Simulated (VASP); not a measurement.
Runs of VASP 6.6.1 on GaN. The structure is that of space group F-43m (No. 216), or close to it. The cells are those of the table. 

```tsv
cell	gap on the mesh (eV)	pressure (GPa)
a = 3.289, b = 3.289, c = 3.265 Å, angles 60.2, 60.2, 59.5°, 2 atoms	(a)	-8.8
a = 3.265, b = 3.265, c = 3.216 Å, angles 60.5, 60.5, 59.0°, 2 atoms	1.31	-4.7
a = 3.240, b = 3.240, c = 3.216 Å, angles 60.2, 60.2, 59.5°, 2 atoms	1.43	-2.4
a = 3.168, b = 3.168, c = 3.120 Å, angles 60.5, 60.5, 59.0°, 2 atoms	1.89	11.9
a = 3.217, b = 3.217, c = 3.265 Å, angles 59.5, 59.5, 61.0°, 2 atoms	1.36	-2.4
a = 3.217, b = 3.217, c = 3.168 Å, angles 60.5, 60.5, 59.0°, 2 atoms	(b)	2.7
a = 3.240, b = 3.240, c = 3.265 Å, angles 59.8, 59.8, 60.5°, 2 atoms	1.31	-4.7
a = 3.144, b = 3.144, c = 3.168 Å, angles 59.7, 59.7, 60.5°, 2 atoms	1.89	11.9
```

Alike in all rows: task single point; level PBE; potentials or basis VASP PAW PBE potentials, release 64 (Ga_d, N); no spin polarisation; k mesh 10 × 10 × 10; cutoff (eV) 520; smearing gaussian 0.05 eV.

Task: Estimate the missing entries.

Result: (a) 1.14; (b) 1.59.

A k mesh can miss the band edges, and the runs leave out spin-orbit coupling on Ga.
